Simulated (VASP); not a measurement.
# MgSnSb2 (P-4m2) in VASP: a series of runs, part 2 of 2

VASP 6.6.1. Earlier steps stand in the parts before.

## (3) Single point, PBE

Contents of INCAR:

```
SYSTEM = MgSnSb2
ALGO = Normal
EDIFF = 1E-6
ENCUT = 600
GGA = PE
GGA_COMPAT = .FALSE.
ISIF = 2
ISMEAR = -1
LASPH = .TRUE.
LCHARG = .TRUE.
LELF = .TRUE.
LREAL = .FALSE.
LVHAR = .TRUE.
LWAVE = .FALSE.
NBANDS = 21
NELM = 120
PREC = Accurate
SIGMA = 0.02
```

Contents of KPOINTS:

```
k-points
0
G
  4 4 4
  0 0 0
```

Contents of POSCAR:

```
MgSnSb2
1.0
    4.6004806398      0.0000000000      0.0000000000
    0.0000000000      4.6004806398      0.0000000000
    0.0000000000      0.0000000000      6.5552383745
Mg Sb Sn
1 2 1
Direct
    0.0000000000      0.0000000000      0.0000000000
    0.0000000000      0.5000000000      0.2428810298
    0.5000000000      0.0000000000      0.7571189702
    0.5000000000      0.5000000000      0.5000000000
```

Potentials or basis: VASP PAW PBE potentials, release 64 (Mg, Sb, Sn_d).

Run with:

```sh
$ cat potpaw_PBE.64/Mg/POTCAR potpaw_PBE.64/Sb/POTCAR potpaw_PBE.64/Sn_d/POTCAR > POTCAR
$ mpirun -np 1 vasp_std > vasp.out
```

OUTCAR:

```text
SYSTEM = MgSnSb2
   EDIFF = 1E-6
   ENCUT = 600
   GGA = PE
   ISIF = 2
   ISMEAR = -1
   LASPH = .TRUE.
   LREAL = .FALSE.
   NELM = 120
   PREC = Accurate

 ion  position               nearest neighbor table
   1  0.000  0.000  0.000-   2 2.80   3 2.80   2 2.80   3 2.80
   2  0.000  0.500  0.243-   1 2.80   1 2.80   4 2.85   4 2.85
   3  0.500  0.000  0.757-   1 2.80   1 2.80   4 2.85   4 2.85
   4  0.500  0.500  0.500-   2 2.85   3 2.85   3 2.85   2 2.85

  LATTYP: Found a simple tetragonal cell.
 ALAT       =     4.6004806398
 C/A-ratio  =     1.4249029368

  Lattice vectors:

 A1 = (   4.6004806398,   0.0000000000,   0.0000000000)
 A2 = (   0.0000000000,   4.6004806398,   0.0000000000)
 A3 = (   0.0000000000,   0.0000000000,   6.5552383745)

Analysis of symmetry for initial positions (statically):
=====================================================================
 Subroutine PRICEL returns:
 Original cell was already a primitive cell.

 Routine SETGRP: Setting up the symmetry group for a
 simple tetragonal supercell.

 Subroutine GETGRP returns: Found  8 space group operations
 (whereof  8 operations were pure point group operations)
[... 162 lines left out ...]

 val. band max:        3.7736024604   @ k =   0.2500   0.0000   0.0000
 cond. band min:       3.9014480684   @ k =   0.0000   0.0000   0.0000
 fundamental gap:      0.1278456080
 Fermi energy:         3.7988901746

 k-point     1 :       0.0000    0.0000    0.0000
  band No.  band energies     occupation
      1     -17.6707      2.00000
      2     -17.6707      2.00000
      3     -17.6687      2.00000
      4     -17.6533      2.00000
      5     -17.6281      2.00000
      6      -6.6516      2.00000
[... 421 lines left out ...]
     20       9.0618      0.00000
     21       9.4000      0.00000

------------------------ aborting loop because EDIFF is reached ----------------------------------------

  FORCE on cell =-STRESS in cart. coord.  units (eV):
  Direction    XX          YY          ZZ          XY          YZ          ZX
  --------------------------------------------------------------------------------------
  -------------------------------------------------------------------------------------
  Total        1.3243729      1.3243729      1.0086763      0.0000000      0.0000000      0.0000000
  in kB       15.2941718     15.2941718     11.6484332      0.0000000      0.0000000      0.0000000
  external PRESSURE =      14.0789256 kB  Pullay stress =       0.0000000 kB

 VOLUME and BASIS-vectors are now :
 -----------------------------------------------------------------------------
  energy-cutoff  :      600.00
  volume of cell :      138.74
      direct lattice vectors                 reciprocal lattice vectors
     4.600480640  0.000000000  0.000000000     0.217368592  0.000000000  0.000000000
     0.000000000  4.600480640  0.000000000     0.000000000  0.217368592  0.000000000
     0.000000000  0.000000000  6.555238375     0.000000000  0.000000000  0.152549754

 POSITION                                       TOTAL-FORCE (eV/Angst)
 -----------------------------------------------------------------------------------
      0.00000      0.00000      0.00000         0.000000     -0.000000      0.000000
      0.00000      2.30024      1.59214         0.000000     -0.000000     -0.115151
      2.30024      0.00000      4.96310         0.000000     -0.000000      0.115151
      2.30024      2.30024      3.27762         0.000000      0.000000      0.000000
 -----------------------------------------------------------------------------------
    total drift:                               -0.000000      0.000000     -0.000000

  FREE ENERGIE OF THE ION-ELECTRON SYSTEM (eV)
  ---------------------------------------------------
  free  energy   TOTEN  =       -14.0317622276 eV

  energy  without entropy=      -14.0300960722  energy(sigma->0) =      -14.03092915
```

Wall time 31 s (1 thread of Intel Xeon 6975P-C (Granite Rapids), shared host); peak memory 0.32 GiB.

Results:

| Property | Result |
| --- | --- |
| Free energy | -14.0318 eV |
| Pressure | 1.4 GPa |
| Largest force | 0.115 eV/Å |
| Band gap on the k mesh | zero (band 13 reaches 3.90 eV, above the bottom of band 14 at 3.75 eV) |

Forces on the atoms (eV/Å):
```
Mg   0.000  0.000  0.000
Sb   0.000  0.000 -0.115
Sb   0.000  0.000  0.115
Sn   0.000  0.000  0.000
```

Caveat: spin-orbit coupling is left out, which moves the levels of the heavy elements.

## (4) Single point, PBEsol

Contents of INCAR:

```
SYSTEM = MgSnSb2
PREC = Accurate
ENCUT = 600
EDIFF = 1E-6
ISMEAR = -1
SIGMA = 0.02
LREAL = .False.
LASPH = .True.
NELM = 120
ALGO = Normal
ISIF = 2
LWAVE = .False.
LCHARG = .True.
GGA = PS
LELF = .True.
LVHAR = .True.
NBANDS = 21
GGA_COMPAT = .False.
```

Contents of KPOINTS:

```
Automatic mesh
0
Gamma
  4 4 4
  0 0 0
```

POSCAR is that of step 3.

Run with:

```sh
$ cat potpaw_PBE.64/Mg/POTCAR potpaw_PBE.64/Sb/POTCAR potpaw_PBE.64/Sn_d/POTCAR > POTCAR
$ mpirun -np 1 vasp_std > vasp.out
```

Wall time 33 s (1 thread of Intel Xeon 6975P-C (Granite Rapids), shared host); peak memory 0.32 GiB.

Results (log left out):

| Quantity | Value |
| --- | --- |
| Free energy | -15.3103 eV |
| Pressure | -0.2 GPa |
| Band gap on the k mesh | zero (band 13 reaches 3.78 eV, above the bottom of band 14 at 3.57 eV) |

Stress tensor (GPa, compression positive):
```
-0.05  0.00  0.00
 0.00 -0.05  0.00
 0.00  0.00 -0.46
```

Levels at points of the mesh, in eV from the Fermi level:
| k point | band 10 | band 11 | band 12 | band 13 | band 14 | band 15 | band 16 | band 17 |
| --- | --- | --- | --- | --- | --- | --- | --- | --- |
| (0.00, 0.00, 0.00) | -2.12 | -0.25 | -0.24 | 0.10 | 0.10 | 1.17 | 2.53 | 3.00 |
| (0.50, 0.00, 0.00) | -2.61 | -2.55 | -1.50 | -0.29 | 1.19 | 3.45 | 3.59 | 3.72 |
| (0.50, 0.50, 0.00) | -2.74 | -2.07 | -2.07 | -1.19 | 0.47 | 1.35 | 1.35 | 2.78 |
| (0.00, 0.00, 0.50) | -1.81 | -1.81 | -0.66 | -0.66 | 1.14 | 1.16 | 3.23 | 3.62 |
| (0.50, 0.00, 0.50) | -1.44 | -1.28 | -0.63 | -0.25 | -0.11 | 2.28 | 2.99 | 3.38 |
| (0.50, 0.50, 0.50) | -2.98 | -2.47 | -2.47 | -1.95 | 2.60 | 3.58 | 3.58 | 3.98 |

Caveat: the PAW data sets were made with another functional, which shifts forces and pressure a little; spin-orbit coupling is left out, which moves the levels of the heavy elements.

## (5) Single point, PBEsol

Contents of INCAR:

```
SYSTEM = MgSnSb2
ALGO = Normal
EDIFF = 1E-6
ENCUT = 600
GGA = PS
GGA_COMPAT = .False.
ISIF = 2
ISMEAR = -1
LASPH = .True.
LCHARG = .True.
LELF = .True.
LREAL = .False.
LVHAR = .True.
LWAVE = .False.
NBANDS = 21
NELM = 120
PREC = Accurate
SIGMA = 0.02
```

Contents of KPOINTS:

```
k-points
0
Gamma
  6 6 4
  0 0 0
```

POSCAR is that of step 4.

Run with:

```sh
$ cat potpaw_PBE.64/Mg/POTCAR potpaw_PBE.64/Sb/POTCAR potpaw_PBE.64/Sn_d/POTCAR > POTCAR
$ mpirun -np 1 vasp_std > vasp.out
```

Run time: 53 s. Hardware: 1 thread of Intel Xeon 6975P-C (Granite Rapids), shared host; peak memory 0.35 GiB.

The run converged. Its results:

- Free energy: -15.3693 eV
- Pressure: -0.4 GPa
- Largest force: 0.013 eV/Å
- Band gap on the k mesh: zero (band 13 reaches 3.78 eV, above the bottom of band 14 at 3.56 eV)

Forces on the atoms (eV/Å):
```
Mg   0.000  0.000  0.000
Sb   0.000  0.000 -0.013
Sb   0.000  0.000  0.013
Sn   0.000  0.000  0.000
```

Levels at points of the mesh, in eV from the Fermi level:
```csv
k point,band 10,band 11,band 12,band 13,band 14,band 15,band 16,band 17
"(0.00, 0.00, 0.00)",-2.20,-0.33,-0.32,0.04,0.04,1.09,2.46,2.93
"(0.50, 0.00, 0.00)",-2.68,-2.62,-1.58,-0.35,1.11,3.39,3.51,3.65
"(0.50, 0.50, 0.00)",-2.82,-2.14,-2.14,-1.25,0.39,1.28,1.28,2.71
"(0.00, 0.00, 0.50)",-1.90,-1.90,-0.73,-0.73,1.06,1.08,3.16,3.56
"(0.50, 0.00, 0.50)",-1.52,-1.36,-0.70,-0.32,-0.18,2.21,2.91,3.30
"(0.50, 0.50, 0.50)",-3.04,-2.54,-2.54,-2.01,2.52,3.50,3.50,3.90
```

Caveat: the PAW data sets were made with another functional, which shifts forces and pressure a little; spin-orbit coupling is left out, which moves the levels of the heavy elements.

## (6) Single point, r2SCAN

POSCAR is that of step 5.

Contents of INCAR.step1:

```
PREC     = Accurate       # precision mode
ENCUT    = 660            # plane-wave cutoff, eV
ISMEAR   = -1             # smearing method
SIGMA    = 0.02           # smearing width, eV
LREAL    = False          # projectors in reciprocal space
LASPH    = True           # aspherical terms in the spheres
NELM     = 120            # most SCF steps
NBANDS   = 21             # bands
GGA      = PE             # functional
ALGO     = Normal         # electronic algorithm
EDIFF    = 1E-5           # SCF threshold, eV
LWAVE    = True           # write WAVECAR
LCHARG   = False          # write CHGCAR
GGA_COMPAT= False
```

Contents of INCAR.step2:

```
PREC     = Accurate       # precision mode
ENCUT    = 660            # plane-wave cutoff, eV
EDIFF    = 1E-6           # SCF threshold, eV
ISMEAR   = -1             # smearing method
SIGMA    = 0.02           # smearing width, eV
LREAL    = False          # projectors in reciprocal space
LASPH    = True           # aspherical terms in the spheres
NELM     = 120            # most SCF steps
ALGO     = Normal         # electronic algorithm
ISIF     = 2              # what is computed and relaxed
LWAVE    = False          # write WAVECAR
LCHARG   = False          # write CHGCAR
METAGGA  = R2SCAN         # meta-GGA
LMIXTAU  = True         
NBANDS   = 21             # bands
ISTART   = 1            
GGA_COMPAT= False
```

Contents of KPOINTS:

```
regular mesh
0
Gamma
  4 4 4
```

Potentials or basis: VASP PAW PBE potentials, release 64 (Mg, Sb, Sn_d).

Run with:

```sh
$ cat potpaw_PBE.64/Mg/POTCAR potpaw_PBE.64/Sb/POTCAR potpaw_PBE.64/Sn_d/POTCAR > POTCAR
$ cp INCAR.step1 INCAR
$ mpirun -np 1 vasp_std > vasp.out
$ cp INCAR.step2 INCAR
$ mpirun -np 1 vasp_std > vasp.out
```

Wall time 2.1 min (1 thread of Intel Xeon 6975P-C (Granite Rapids), shared host); peak memory 0.37 GiB.

The run converged. Its results:

```yaml
Free_energy: -80.9939 eV
Pressure: 0.2 GPa
Largest_force: 0.011 eV/Å
Band_gap_on_the_k_mesh: zero (filled and empty bands touch)
```

Forces in eV/Å, atoms in the order of the input:
```
Mg   0.000  0.000  0.000
Sb   0.000  0.000 -0.011
Sb   0.000  0.000  0.011
Sn   0.000  0.000  0.000
```

Stress tensor (GPa, compression positive):
```
 0.28  0.00  0.00
 0.00  0.28  0.00
 0.00  0.00 -0.07
```

Levels at points of the mesh, in eV from the Fermi level:
| k point | band 11 | band 12 | band 13 | band 14 | band 15 | band 16 |
| --- | --- | --- | --- | --- | --- | --- |
| (0.00, 0.00, 0.00) | -0.35 | -0.02 | -0.01 | -0.01 | 1.33 | 2.98 |
| (0.50, 0.00, 0.00) | -2.72 | -1.67 | -0.42 | 1.35 | 3.75 | 3.76 |
| (0.50, 0.50, 0.00) | -2.25 | -2.25 | -1.33 | 0.61 | 1.57 | 1.57 |
| (0.00, 0.00, 0.50) | -2.00 | -0.79 | -0.79 | 1.28 | 1.32 | 3.59 |
| (0.50, 0.00, 0.50) | -1.41 | -0.76 | -0.38 | 0.05 | 2.67 | 3.14 |
| (0.50, 0.50, 0.50) | -2.64 | -2.64 | -2.10 | 2.81 | 3.81 | 3.81 |

Caveat: the PAW data sets were made with another functional, which shifts forces and pressure a little; spin-orbit coupling is left out, which moves the levels of the heavy elements.

## (7) Single point, PBE, non-collinear spin, zero start, spin-orbit coupling

Contents of INCAR:

```
ALGO = Normal
EDIFF = 1E-6
ENCUT = 600
GGA = PE
GGA_COMPAT = False
ISIF = 2
ISMEAR = -1
LASPH = True
LCHARG = False
LORBIT = 11
LORBMOM = True
LREAL = False
LSORBIT = True
LWAVE = False
MAGMOM = 0 0 0 0 0 0 0 0 0 0 0 0
NBANDS = 40
NELM = 200
PREC = Accurate
SIGMA = 0.02
```

Contents of KPOINTS:

```
k-points
0
Gamma
  4 4 2
```

POSCAR is that of step 6.

Potentials or basis: VASP PAW PBE potentials, release 64 (Mg, Sb, Sn_d).

Run with:

```sh
$ cat potpaw_PBE.64/Mg/POTCAR potpaw_PBE.64/Sb/POTCAR potpaw_PBE.64/Sn_d/POTCAR > POTCAR
$ mpirun -np 1 vasp_ncl > vasp.out
```

OUTCAR:

```text
EDIFF = 1E-6
   ENCUT = 600
   GGA = PE
   ISIF = 2
   ISMEAR = -1
   LASPH = True
   LORBIT = 11
   LREAL = False
   LSORBIT = True
   NELM = 200
   PREC = Accurate

 ion  position               nearest neighbor table
   1  0.000  0.000  0.000-   2 2.80   3 2.80   2 2.80   3 2.80
   2  0.000  0.500  0.243-   1 2.80   1 2.80   4 2.85   4 2.85
   3  0.500  0.000  0.757-   1 2.80   1 2.80   4 2.85   4 2.85
   4  0.500  0.500  0.500-   2 2.85   3 2.85   3 2.85   2 2.85

  LATTYP: Found a simple tetragonal cell.
 ALAT       =     4.6004806398
 C/A-ratio  =     1.4249029368

  Lattice vectors:

 A1 = (   4.6004806398,   0.0000000000,   0.0000000000)
 A2 = (   0.0000000000,   4.6004806398,   0.0000000000)
 A3 = (   0.0000000000,   0.0000000000,   6.5552383745)

Analysis of symmetry for initial positions (statically):
=====================================================================
 Subroutine PRICEL returns:
 Original cell was already a primitive cell.

[... 758 lines left out ...]
     0.0000001     0.0000001     0.0000000     0.0000001     0.0000000
 l=   3
     0.0000000     0.0000000     0.0000000     0.0000000     0.0000000     0.0000000     0.0000000
     0.0000000     0.0000000     0.0000000     0.0000000     0.0000000     0.0000000     0.0000000
     0.0000000     0.0000000     0.0000000     0.0000000     0.0000000     0.0000000     0.0000000
     0.0000000     0.0000000     0.0000000     0.0000000     0.0000000     0.0000000     0.0000000
[... 49 lines left out ...]
 l=   2
     0.0000000    -0.0012180     0.0000000    -0.0012180    -0.0049265
    -0.0012180     0.0000000    -0.0036894    -0.0012109    -0.0012129
     0.0000000    -0.0036894     0.0000000    -0.0036894     0.0000000
    -0.0012180    -0.0012109    -0.0036894     0.0000000    -0.0012129
    -0.0049265    -0.0012129     0.0000000    -0.0012129     0.0000000
 l=   3
     0.0000000     0.0000000     0.0000000     0.0000000     0.0000000     0.0000000     0.0000000
     0.0000000     0.0000000     0.0000000     0.0000000     0.0000000     0.0000000     0.0000000
     0.0000000     0.0000000     0.0000000     0.0000000     0.0000000     0.0000000     0.0000000
     0.0000000     0.0000000     0.0000000     0.0000000     0.0000000     0.0000000     0.0000000
     0.0000000     0.0000000     0.0000000     0.0000000     0.0000000     0.0000000     0.0000000
     0.0000000     0.0000000     0.0000000     0.0000000     0.0000000     0.0000000     0.0000000
     0.0000000     0.0000000     0.0000000     0.0000000     0.0000000     0.0000000     0.0000000

 total charge

# of ion       s       p       d       tot
------------------------------------------
    1        0.194   0.143   0.020   0.357
    2        1.148   1.327   0.016   2.491
    3        1.148   1.327   0.016   2.491
    4        1.182   1.080   9.985  12.247
--------------------------------------------------
tot          3.671   3.878  10.036  17.585

 magnetization (x)

# of ion       s       p       d       tot
------------------------------------------
    1        0.000   0.000   0.000   0.000
    2        0.000   0.000   0.000   0.000
    3        0.000   0.000   0.000   0.000
    4        0.000   0.000   0.000   0.000
--------------------------------------------------
tot          0.000   0.000   0.000   0.000

 magnetization (y)

# of ion       s       p       d       tot
------------------------------------------
    1        0.000   0.000   0.000   0.000
    2        0.000  -0.000   0.000  -0.000
    3        0.000   0.000   0.000   0.000
    4       -0.000  -0.000   0.000  -0.000
--------------------------------------------------
tot         -0.000  -0.000   0.000  -0.000

 magnetization (z)

# of ion       s       p       d       tot
------------------------------------------
    1        0.000   0.000   0.000   0.000
    2        0.000   0.000   0.000   0.000
    3        0.000   0.000   0.000   0.000
    4       -0.000   0.000   0.000  -0.000
--------------------------------------------------
tot         -0.000   0.000   0.000  -0.000
```

OSZICAR:

```text
N       E                     dE             d eps       ncg     rms          rms(c)
DAV:   1     0.207757116142E+03    0.20776E+03   -0.11392E+04   960   0.136E+03
DAV:   2     0.128419967240E+02   -0.19492E+03   -0.18655E+03   976   0.331E+02
DAV:   3    -0.131885358759E+02   -0.26031E+02   -0.25274E+02  1144   0.124E+02
DAV:   4    -0.144176084243E+02   -0.12291E+01   -0.12202E+01  1144   0.289E+01
DAV:   5    -0.144526991302E+02   -0.35091E-01   -0.35082E-01  1288   0.529E+00    0.480E+00
DAV:   6    -0.142693852592E+02    0.18331E+00   -0.21026E-01  1200   0.350E+00    0.284E+00
DAV:   7    -0.142381258216E+02    0.31259E-01   -0.12461E-01  1184   0.164E+00    0.176E+00
DAV:   8    -0.142389520333E+02   -0.82621E-03   -0.11143E-02  1248   0.532E-01    0.528E-01
DAV:   9    -0.142398668805E+02   -0.91485E-03   -0.38688E-03  1120   0.525E-01    0.128E-01
DAV:  10    -0.142401504388E+02   -0.28356E-03   -0.77559E-04  1128   0.218E-01    0.369E-02
DAV:  11    -0.142403123888E+02   -0.16195E-03   -0.15880E-04  1056   0.622E-02    0.251E-02
DAV:  12    -0.142403504843E+02   -0.38095E-04   -0.37689E-05  1088   0.346E-02    0.150E-02
DAV:  13    -0.142403531475E+02   -0.26632E-05   -0.62774E-06  1064   0.117E-02    0.600E-03
DAV:  14    -0.142403536910E+02   -0.54345E-06   -0.11064E-06   952   0.857E-03
   1 F= -.14240354E+02 E0= -.14238708E+02  d E =-.329199E-02  mag=    -0.0000     0.0000     0.0000
```

stdout:

```text
POSCAR found type information on POSCAR MgSbSn
 POSCAR found :  3 types and       4 ions
 scaLAPACK will be used
 LDA part: xc-table for (Slater+PW92), standard interpolation
 POSCAR, INCAR and KPOINTS ok, starting setup
 FFT: planning ... GRIDC
 FFT: planning ... GRID_SOFT
 FFT: planning ... GRID
 WAVECAR not read
 entering main loop
```

Wall time 2 min (1 thread of Intel Xeon 6975P-C (Granite Rapids), shared host); peak memory 0.69 GiB.

What came out:

```
Free energy                                           : -14.2404 eV
Pressure                                              : 1.6 GPa
Largest force                                         : 0.103 eV/Å
Net moment                                            : 0.00 μB per cell
Valence electrons inside the program's atomic spheres : Mg 0.36; Sb 2.49; Sn 12.25
```

Forces in eV/Å, atoms in the order of the input:
```
Mg   0.000  0.000  0.000
Sb   0.000  0.000 -0.103
Sb   0.000  0.000  0.103
Sn   0.000  0.000  0.000
```

Stress tensor (GPa, compression positive):
```
1.78 0.00 0.00
0.00 1.78 0.00
0.00 0.00 1.23
```

Moments on the atoms (μB; x, y, z):
```
Mg  0.00 0.00 0.00
Sb  0.00 0.00 0.00
Sb  0.00 0.00 0.00
Sn  0.00 0.00 0.00
```

Caveat: the k points lie up to 0.48 Å⁻¹ apart.

## (8) Overview

| level | potentials or basis | spin | k mesh | cutoff (eV) | gap on the mesh (eV) | pressure (GPa) | largest force (eV/Å) |
| --- | --- | --- | --- | --- | --- | --- | --- |
| LDA | VASP PAW LDA potentials, release 64 (Mg, Sb, Sn_d) | off | 4 × 4 × 2 | 600 | none | -1.3 | - |
| PBE | VASP PAW PBE potentials, release 64 (Mg, Sb, Sn_d) | off | 4 × 4 × 4 | 600 | none | 1.4 | 0.12 |
| PBEsol | VASP PAW PBE potentials, release 64 (Mg, Sb, Sn_d) | off | 4 × 4 × 4 | 600 | none | -0.2 | - |
| PBEsol | VASP PAW PBE potentials, release 64 (Mg, Sb, Sn_d) | off | 6 × 6 × 4 | 600 | none | -0.4 | 0.01 |
| r2SCAN | VASP PAW PBE potentials, release 64 (Mg, Sb, Sn_d) | off | 4 × 4 × 4 | 660 | none | 0.2 | 0.01 |
| PBE | VASP PAW PBE potentials, release 64 (Mg, Sb, Sn_d) | non-collinear, zero start, SOC | 4 × 4 × 2 | 600 | - | 1.6 | 0.10 |

Alike in all rows: task single point; cell as given; smearing fermi-dirac 0.02 eV.

Caveats: some runs use coarse meshes; spin-orbit coupling is left out, which moves the levels of the heavy elements (some runs); the PAW data sets were made with another functional, which shifts forces and pressure a little (some runs).

Absolute energies hang on the potentials; compare differences alone.
